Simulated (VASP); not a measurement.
# KBr (P6_3/mmc) in VASP: a series of runs

KBr is run at these levels: r2SCAN, HSE06, PBE-based screened hybrid with 10 % exact exchange; tasks: single point.

Everything below comes from runs of VASP 6.6.1. Logs are shortened: lines on timing, memory, paths and dates and some standing lists are left out, and cuts for length are marked.

### Step 1. The cell of the first run

The structure is hexagonal, space group P6_3/mmc (No. 194). The conventional cell has a = 5.619 Å, b = 5.619 Å, c = 6.554 Å, α = 90.00°, β = 90.00°, γ = 120.00°. Within 4.3 Å of K (site symmetry -6m2) lie 5 Br at 3.24 to 3.28 Å. Br (site symmetry -6m2) has 5 K at 3.24 to 3.28 Å within 4.3 Å.

### Step 2. Single point, r2SCAN

POSCAR reads:

```
KBr
1.0
    5.6185814494      0.0000000000      0.0000000000
   -2.8092907247      4.8658342684      0.0000000000
    0.0000000000      0.0000000000      6.5538300027
K Br
2 2
Direct
    0.3333333333      0.6666666667     -0.0625000000
    0.6666666667      0.3333333333      0.4375000000
    0.3333333333      0.6666666667      0.4375000000
    0.6666666667      0.3333333333      0.9375000000
```

INCAR.step1 reads:

```
ALGO = Normal ; EDIFF = 1E-4
ENCUT = 520 ; GGA = PE
ISMEAR = 0 ; LASPH = T
LCHARG = F ; LREAL = F
LWAVE = T ; NBANDS = 24
NELM = 100 ; PREC = Accurate
SIGMA = 0.01
```

INCAR.step2 reads:

```
ALGO = Normal ; EDIFF = 1E-7
ENCUT = 520 ; ISIF = 2
ISMEAR = 0 ; ISTART = 1
LASPH = T ; LCHARG = F
LMIXTAU = T ; LREAL = F
LWAVE = F ; METAGGA = R2SCAN
NBANDS = 24 ; NELM = 100
PREC = Accurate ; SIGMA = 0.01
```

KPOINTS reads:

```
k-points
0
Gamma
  6 6 4
```

Potentials or basis: VASP PAW PBE potentials, release 64 (K_sv, Br).

Started as:

```sh
$ cat potpaw_PBE.64/K_sv/POTCAR potpaw_PBE.64/Br/POTCAR > POTCAR
$ cp INCAR.step1 INCAR
$ mpirun -np 1 vasp_std > vasp.out
$ cp INCAR.step2 INCAR
$ mpirun -np 1 vasp_std > vasp.out
```

OUTCAR:

```text
EDIFF = 1E-7
   ENCUT = 520
   ISIF = 2
   ISMEAR = 0
   ISTART = 1
   LASPH = T
   LREAL = F
   METAGGA = R2SCAN
   NELM = 100
   PREC = Accurate

 ion  position               nearest neighbor table
   1  0.333  0.667  0.938-   4 3.24   4 3.24   4 3.24   3 3.28   3 3.28
   2  0.667  0.333  0.438-   3 3.24   3 3.24   3 3.24   4 3.28   4 3.28
   3  0.333  0.667  0.438-   2 3.24   2 3.24   2 3.24   1 3.28   1 3.28
   4  0.667  0.333  0.938-   1 3.24   1 3.24   1 3.24   2 3.28   2 3.28

  LATTYP: Found a hexagonal cell.
 ALAT       =     5.6185814494
 C/A-ratio  =     1.1664563488

  Lattice vectors:

 A1 = (   5.6185814494,   0.0000000000,   0.0000000000)
 A2 = (  -2.8092907247,   4.8658342684,   0.0000000000)
 A3 = (   0.0000000000,   0.0000000000,   6.5538300027)

Analysis of symmetry for initial positions (statically):
=====================================================================
 Subroutine PRICEL returns:
 Original cell was already a primitive cell.

 Routine SETGRP: Setting up the symmetry group for a
 hexagonal supercell.

 Subroutine GETGRP returns: Found 24 space group operations
 (whereof  6 operations were pure point group operations)
 out of a pool of 24 trial point group operations.

The static configuration has the point symmetry C_3v.
 The point group associated with its full space group is D_6h.

Analysis of symmetry for dynamics (positions and initial velocities):
=====================================================================
 Subroutine PRICEL returns:
 Original cell was already a primitive cell.

 Routine SETGRP: Setting up the symmetry group for a
 hexagonal supercell.

 Subroutine GETGRP returns: Found 24 space group operations
 (whereof  6 operations were pure point group operations)
 out of a pool of 24 trial point group operations.

The dynamic configuration has the point symmetry C_3v.
 The point group associated with its full space group is D_6h.

 Subroutine INISYM returns: Found 24 space group operations
 (whereof  6 operations are pure point group operations),
 and found     1 'primitive' translations

----------------------------------------------------------------------------------------

                                     Primitive cell

  volume of cell :     179.1757

  direct lattice vectors                    reciprocal lattice vectors
     5.618581449  0.000000000  0.000000000     0.177980867  0.102757302  0.000000000
    -2.809290725  4.865834268  0.000000000     0.000000000  0.205514603  0.000000000
     0.000000000  0.000000000  6.553830003     0.000000000  0.000000000  0.152582536

  length of vectors
     5.618581449  5.618581449  6.553830003     0.205514603  0.205514603  0.152582536

  position of ions in fractional coordinates (direct lattice)
     0.333333333  0.666666667  0.937500000
     0.666666667  0.333333333  0.437500000
     0.333333333  0.666666667  0.437500000
     0.666666667  0.333333333  0.937500000

  ion indices of the primitive-cell ions
   primitive index   ion index
                 1           1
                 2           2
                 3           3
                 4           4

----------------------------------------------------------------------------------------

 KPOINTS: k-points

Automatic generation of k-mesh.
 Grid dimensions read from file:
 generate k-points for:    6    6    4

 Generating k-lattice:

  Cartesian coordinates                     Fractional coordinates (reciprocal lattice)
     0.029663478  0.017126217  0.000000000     0.166666667  0.000000000  0.000000000
     0.000000000  0.034252434  0.000000000     0.000000000  0.166666667  0.000000000
     0.000000000  0.000000000  0.038145634     0.000000000  0.000000000  0.250000000

  Length of vectors
     0.034252434  0.034252434  0.038145634

  Shift w.r.t. Gamma in fractional coordinates (k-lattice)
     0.000000000  0.000000000  0.000000000

 Subroutine IBZKPT returns following result:
 ===========================================

 Found     21 irreducible k-points:

 Following reciprocal coordinates:
            Coordinates               Weight
  0.000000  0.000000  0.000000      1.000000
  0.166667  0.000000  0.000000      6.000000
  0.333333 -0.000000  0.000000      6.000000
  0.500000  0.000000  0.000000      3.000000
  0.166667  0.166667  0.000000      6.000000
  0.333333  0.166667  0.000000     12.000000
[... 13 lines left out ...]
  0.333333  0.166667  0.500000     12.000000
  0.333333  0.333333  0.500000      2.000000
   k-points           NKPTS =     21   k-points in BZ     NKDIM =     21   number of bands    NBANDS=     24
   number of dos      NEDOS =    301   number of ions     NIONS =      4
   total plane-waves  NPLWV =  88200
   dimension x,y,z NGX =    42 NGY =   42 NGZ =   50
   dimension x,y,z NGXF=    84 NGYF=   84 NGZF=  100
   ions per type =               2   2
   NGX,Y,Z   is equivalent  to a cutoff of  12.43, 12.43, 12.68 a.u.
   NGXF,Y,Z  is equivalent  to a cutoff of  24.85, 24.85, 25.37 a.u.
 SYSTEM =  unknown system
   PREC   = accura    normal or accurate (medium, high low for compatibility)
   ISTART =      1    job   : 0-new  1-cont  2-samecut
   ICHARG =      0    charge: 1-file 2-atom 10-const
   ISPIN  =      1    spin polarized calculation?
   LNONCOLLINEAR =      F non collinear calculations
   LSORBIT =      F    spin-orbit coupling
   LASPH  =      T    aspherical Exc in radial PAW
   ENCUT  =  520.0 eV  38.22 Ry    6.18 a.u.  10.45 10.45 12.19*2*pi/ulx,y,z
   NELM   =    100;   NELMIN=  2; NELMDL=  0     # of ELM steps
   EDIFF  = 0.1E-06   stopping-criterion for ELM
   LREAL  =      F    real-space projection
   EDIFFG = 0.1E-05   stopping-criterion for IOM
   NSW    =      0    number of steps for IOM
   IBRION =     -1    ionic relax: 0-MD 1-quasi-New 2-CG
   NFREE  =      0    steps in history (QN), initial steepest desc. (CG)
   ISIF   =      2    stress and relaxation
   ISYM   =      2    0-nonsym 1-usesym 2-fastsym
   POTIM  = 0.5000    time-step for ionic-motion
   TEBEG  =    0.0;   TEEND  =   0.0 temperature during run
   PSTRESS=    0.0 pullay stress
   NELECT =      32.0000    total number of electrons
   NUPDOWN=      -1.0000    fix difference up-down
   EMIN   =  10.00;   EMAX   =-10.00  energy-range for DOS
   EFERMI =   0.00;   METHOD = LEGACY
   ISMEAR =     0;   SIGMA  =   0.01  broadening in eV -4-tet -1-fermi 0-gaus
   EFERMI_NEDOS =   21; number of points for ismear=-14 and -15
   IALGO  =     38    algorithm
   IMIX   =      4    mixing-type and parameters
     AMIX     =   0.40;   BMIX     =  1.00
     AMIX_MAG =   1.60;   BMIX_MAG =  1.00
  volume/ion in A,a.u.               =      44.79       302.28
  Fermi-wavevector in a.u.,A,eV,Ry     =   0.921931  1.742197 11.564365  0.849957
  Thomas-Fermi vector in A             =   2.047402
   LORBIT       =      0    0 simple, 1 ext, 2 COOP (PROOUT), +10 PAW based schemes
   METAGGA = R2SCAN    functional components
   LHFCALC =     F    Hartree Fock is set to
   AEXX    =    0.0000 exact exchange contribution
   IVDW    =     0    specifies the selected vdW correction
   LEPSILON=     F    determine dielectric tensor
   LRPA    =     F    only Hartree local field effects (RPA)
 non-spin polarized calculation
 Gauss-broadening in eV      SIGMA  =   0.01
  energy-cutoff  :      520.00
  volume of cell :      179.18
 maximum number of plane-waves:      4860
 NGX is ok and might be reduce to    42
   NGX = 21   NGY = 21   NGZ = 25

 number of electron      32.0000003 magnetization

 Free energy of the ion-electron system (eV)
  ---------------------------------------------------
  ext. energy  EPLUGINS =         0.00000000
  ---------------------------------------------------
  free energy    TOTEN  =       -46.22827319 eV

  energy without entropy =      -46.22827319  energy(sigma->0) =      -46.22827319

 E-fermi :  -2.7876     XC(G=0):  -6.6358

 val. band max:       -2.9218761894   @ k =   0.0000   0.0000   0.0000
 cond. band min:       1.8439947607   @ k =   0.0000   0.0000   0.0000
 fundamental gap:      4.7658709500
 Fermi energy:        -2.7876017082

 k-point     1 :       0.0000    0.0000    0.0000
  band No.  band energies     occupation
      1     -31.9595      2.00000
      2     -31.9533      2.00000
      3     -15.5813      2.00000
      4     -15.4942      2.00000
      5     -14.7290      2.00000
      6     -14.7134      2.00000
[... 16 lines left out ...]
     23       6.0445      0.00000
     24       6.4436      0.00000

 k-point     2 :       0.1667    0.0000    0.0000
  band No.  band energies     occupation
      1     -31.9590      2.00000
      2     -31.9535      2.00000
      3     -15.6130      2.00000
      4     -15.5414      2.00000
      5     -14.7243      2.00000
      6     -14.7159      2.00000
[... 16 lines left out ...]
     23       6.0640      0.00000
     24       6.3464      0.00000

 k-point     3 :       0.3333   -0.0000    0.0000
  band No.  band energies     occupation
      1     -31.9579      2.00000
      2     -31.9542      2.00000
      3     -15.6666      2.00000
      4     -15.6251      2.00000
      5     -14.7207      2.00000
      6     -14.7122      2.00000
[... 16 lines left out ...]
     23       6.1595      0.00000
     24       6.3803      0.00000

 k-point     4 :       0.5000    0.0000    0.0000
  band No.  band energies     occupation
      1     -31.9570      2.00000
      2     -31.9549      2.00000
      3     -15.6871      2.00000
      4     -15.6658      2.00000
      5     -14.7230      2.00000
      6     -14.7027      2.00000
[... 16 lines left out ...]
     23       6.2029      0.00000
     24       6.7136      0.00000

 k-point     5 :       0.1667    0.1667    0.0000
  band No.  band energies     occupation
      1     -31.9582      2.00000
      2     -31.9540      2.00000
      3     -15.6544      2.00000
      4     -15.6048      2.00000
      5     -14.7208      2.00000
      6     -14.7157      2.00000
[... 16 lines left out ...]
     23       6.2625      0.00000
     24       6.2909      0.00000

 k-point     6 :       0.3333    0.1667    0.0000
  band No.  band energies     occupation
      1     -31.9570      2.00000
      2     -31.9549      2.00000
      3     -15.6874      2.00000
      4     -15.6649      2.00000
      5     -14.7262      2.00000
      6     -14.7027      2.00000
[... 16 lines left out ...]
     23       6.3150      0.00000
     24       6.5110      0.00000
[... 298 lines left out ...]
 k-point    18 :       0.5000    0.0000    0.5000
  band No.  band energies     occupation
      1     -31.9559      2.00000
      2     -31.9559      2.00000
      3     -15.7713      2.00000
      4     -15.7713      2.00000
      5     -14.7034      2.00000
      6     -14.7034      2.00000
[... 16 lines left out ...]
     23       6.3365      0.00000
     24       6.3365      0.00000

 k-point    19 :       0.1667    0.1667    0.5000
  band No.  band energies     occupation
      1     -31.9560      2.00000
      2     -31.9560      2.00000
      3     -15.7320      2.00000
      4     -15.7320      2.00000
      5     -14.7025      2.00000
      6     -14.7025      2.00000
[... 16 lines left out ...]
     23       6.5357      0.00000
     24       6.5357      0.00000

 k-point    20 :       0.3333    0.1667    0.5000
  band No.  band energies     occupation
      1     -31.9559      2.00000
      2     -31.9559      2.00000
      3     -15.7711      2.00000
      4     -15.7711      2.00000
      5     -14.7057      2.00000
      6     -14.7057      2.00000
[... 16 lines left out ...]
     23       6.3422      0.00000
     24       6.3422      0.00000

 k-point    21 :       0.3333    0.3333    0.5000
  band No.  band energies     occupation
      1     -31.9558      2.00000
      2     -31.9558      2.00000
      3     -15.7832      2.00000
      4     -15.7832      2.00000
      5     -14.7084      2.00000
      6     -14.7084      2.00000
[... 16 lines left out ...]
     23       6.4506      0.00000
     24       6.4506      0.00000

------------------------ aborting loop because EDIFF is reached ----------------------------------------

  FORCE on cell =-STRESS in cart. coord.  units (eV):
  Direction    XX          YY          ZZ          XY          YZ          ZX
  --------------------------------------------------------------------------------------
  -------------------------------------------------------------------------------------
  Total        0.0097536      0.0097536      0.0162390      0.0000000      0.0000000      0.0000000
  in kB        0.0872159      0.0872159      0.1452081      0.0000000      0.0000000      0.0000000
  external PRESSURE =       0.1065466 kB  Pullay stress =       0.0000000 kB

 VOLUME and BASIS-vectors are now :
 -----------------------------------------------------------------------------
  energy-cutoff  :      520.00
  volume of cell :      179.18
      direct lattice vectors                 reciprocal lattice vectors
     5.618581449  0.000000000  0.000000000     0.177980867  0.102757302  0.000000000
    -2.809290725  4.865834268  0.000000000     0.000000000  0.205514603  0.000000000
     0.000000000  0.000000000  6.553830003     0.000000000  0.000000000  0.152582536

 POSITION                                       TOTAL-FORCE (eV/Angst)
 -----------------------------------------------------------------------------------
     -0.00000      3.24389      6.14422         0.000000      0.000000     -0.000000
      2.80929      1.62194      2.86730        -0.000000     -0.000000     -0.000000
     -0.00000      3.24389      2.86730        -0.000000      0.000000      0.000000
      2.80929      1.62194      6.14422         0.000000     -0.000000     -0.000000
 -----------------------------------------------------------------------------------
    total drift:                               -0.000000      0.000000     -0.000425

  FREE ENERGIE OF THE ION-ELECTRON SYSTEM (eV)
  ---------------------------------------------------
  free  energy   TOTEN  =       -46.2282731854 eV

  energy  without entropy=      -46.2282731854  energy(sigma->0) =      -46.22827319
```

It took 15 min on 1 thread of Oxide Virtual Turin-like, shared host; peak memory 0.32 GiB.

What came out:

| Item | Value |
| --- | --- |
| Free energy | -46.2283 eV |
| Pressure | 0.0 GPa |
| Band gap on the k mesh | 4.77 eV |

Levels at points of the mesh, in eV from the valence-band top:
```
           k point  band 12  band 13  band 14  band 15  band 16  band 17  band 18  band 19  band 20  band 21
(0.00, 0.00, 0.00)    -0.48    -0.48    -0.29    -0.29     0.00     4.77     7.83     8.08     8.08     8.94
(0.50, 0.00, 0.00)    -0.51    -0.47    -0.45    -0.25    -0.15     6.46     7.19     7.21     7.45     8.61
(0.00, 0.00, 0.50)    -0.63    -0.40    -0.40    -0.40    -0.40     6.03     6.03     9.08     9.08     9.08
(0.50, 0.00, 0.50)    -0.90    -0.35    -0.35    -0.27    -0.27     6.76     6.76     8.61     8.61     8.85
```

Caveat: the structure was generated, so it needn't be the stable form of KBr; the PAW data sets were made with another functional, which shifts forces and pressure a little. A k mesh can miss the band edges.

### Step 3. Single point, HSE06

POSCAR is that of step 2.

INCAR.step1 reads:

```
SYSTEM = KBr
PREC = Accurate
ENCUT = 520
EDIFF = 1E-5
ISMEAR = 0
SIGMA = 0.01
LREAL = .False.
LASPH = .True.
NELM = 100
ALGO = Normal
ISIF = 2
LWAVE = .True.
LCHARG = .False.
GGA = PE
NBANDS = 24
```

INCAR.step2 reads:

```
SYSTEM = KBr
PREC = Accurate
ENCUT = 520
EDIFF = 1E-6
ISMEAR = 0
SIGMA = 0.01
LREAL = .False.
LASPH = .True.
NELM = 100
ALGO = Normal
ISIF = 2
LWAVE = .False.
LCHARG = .False.
GGA = PE
LHFCALC = .True.
HFSCREEN = 0.2079
PRECFOCK = Normal
ISTART = 1
NBANDS = 24
```

KPOINTS reads:

```
Automatic mesh
0
Gamma
  3 3 2
  0 0 0
```

Potentials or basis: VASP PAW PBE potentials, release 64 (K_sv, Br).

Started as:

```sh
$ cat potpaw_PBE.64/K_sv/POTCAR potpaw_PBE.64/Br/POTCAR > POTCAR
$ cp INCAR.step1 INCAR
$ mpirun -np 1 vasp_std > vasp.out
$ cp INCAR.step2 INCAR
$ mpirun -np 1 vasp_std > vasp.out
```

Wall time 21 min (1 thread of Oxide Virtual Turin-like, shared host); peak memory 0.39 GiB.

It converged, with:

| Item | Value |
| --- | --- |
| Free energy | -14.1609 eV |
| Pressure | 0.3 GPa |
| Band gap on the k mesh | 5.30 eV |

Stress tensor (GPa, compression positive):
```
0.21 0.00 0.00
0.00 0.21 0.00
0.00 0.00 0.37
```

Levels at points of the mesh, in eV from the valence-band top:
| k point | band 13 | band 14 | band 15 | band 16 | band 17 | band 18 | band 19 | band 20 |
| --- | --- | --- | --- | --- | --- | --- | --- | --- |
| (0.00, 0.00, 0.00) | -0.51 | -0.29 | -0.29 | 0.00 | 5.30 | 8.28 | 8.78 | 8.78 |
| (0.00, 0.00, 0.50) | -0.42 | -0.42 | -0.42 | -0.42 | 6.59 | 6.59 | 9.65 | 9.65 |

Caveat: the k points lie up to 0.48 Å⁻¹ apart; the structure was generated, so it needn't be the stable form of KBr; the PAW data sets were made with another functional, which shifts forces and pressure a little.

### Step 4. Single point, PBE-based screened hybrid with 10 % exact exchange

POSCAR is that of step 3.

INCAR.step1 reads:

```
  PREC = Accurate
  ENCUT = 520
  EDIFF = 1E-5
  ISMEAR = 0
  SIGMA = 0.01
  LREAL = False
  LASPH = True
  NELM = 80
  ALGO = Normal
  ISIF = 2
  LWAVE = True
  LCHARG = False
  NBANDS = 24
  GGA = PE
```

INCAR.step2 reads:

```
  PREC = Accurate
  ENCUT = 520
  EDIFF = 1E-6
  ISMEAR = 0
  SIGMA = 0.01
  LREAL = False
  LASPH = True
  NELM = 80
  ALGO = Normal
  ISIF = 2
  LWAVE = False
  LCHARG = False
  GGA = PE
  LHFCALC = True
  AEXX = 0.1
  HFSCREEN = 0.2078
  PRECFOCK = Normal
  NBANDS = 24
  ISTART = 1
```

KPOINTS reads:

```
regular mesh
0
Gamma
  3 3 2
```

Started as:

```sh
$ cat potpaw_PBE.64/K_sv/POTCAR potpaw_PBE.64/Br/POTCAR > POTCAR
$ cp INCAR.step1 INCAR
$ mpirun -np 1 vasp_std > vasp.out
$ cp INCAR.step2 INCAR
$ mpirun -np 1 vasp_std > vasp.out
```

Wall time 20 min (1 thread of Oxide Virtual Turin-like, shared host); peak memory 0.39 GiB.

Results (log left out):

| Item | Value |
| --- | --- |
| Free energy | -13.0140 eV |
| Pressure | 0.4 GPa |
| Band gap on the k mesh | 4.63 eV |

Stress tensor (GPa, compression positive):
```
0.31 0.00 0.00
0.00 0.31 0.00
0.00 0.00 0.51
```

Levels at points of the mesh, in eV from the valence-band top:
```
           k point  band 12  band 13  band 14  band 15  band 16  band 17  band 18  band 19  band 20  band 21
(0.00, 0.00, 0.00)    -0.49    -0.49    -0.29    -0.29     0.00     4.63     7.54     7.97     7.97     8.75
(0.00, 0.00, 0.50)    -0.65    -0.41    -0.41    -0.41    -0.41     5.91     5.91     8.89     8.89     8.89
```

Caveat: the k points lie up to 0.48 Å⁻¹ apart; the structure was generated, so it needn't be the stable form of KBr; the PAW data sets were made with another functional, which shifts forces and pressure a little.

### Step 5. The runs side by side

| level | k mesh | grid for exact exchange (PRECFOCK) | share of exact exchange | screening parameter | gap on the mesh (eV) | pressure (GPa) |
| --- | --- | --- | --- | --- | --- | --- |
| r2SCAN | 6 × 6 × 4 | - | - | - | 4.77 | 0.0 |
| HSE06 | 3 × 3 × 2 | Normal | 0.25 | 0.2079 1/Å | 5.30 | 0.3 |
| PBE-based screened hybrid with 10 % exact exchange | 3 × 3 × 2 | Normal | 0.1 | 0.2078 1/Å | 4.63 | 0.4 |

Alike in all rows: task single point; potentials or basis VASP PAW PBE potentials, release 64 (K_sv, Br); no spin polarisation; cell as given; cutoff (eV) 520; smearing gaussian 0.01 eV.

Caveats: some runs use coarse meshes; the structure was generated, so it needn't be the stable form of KBr; the PAW data sets were made with another functional, which shifts forces and pressure a little.

Absolute energies hang on the potentials; compare differences alone.
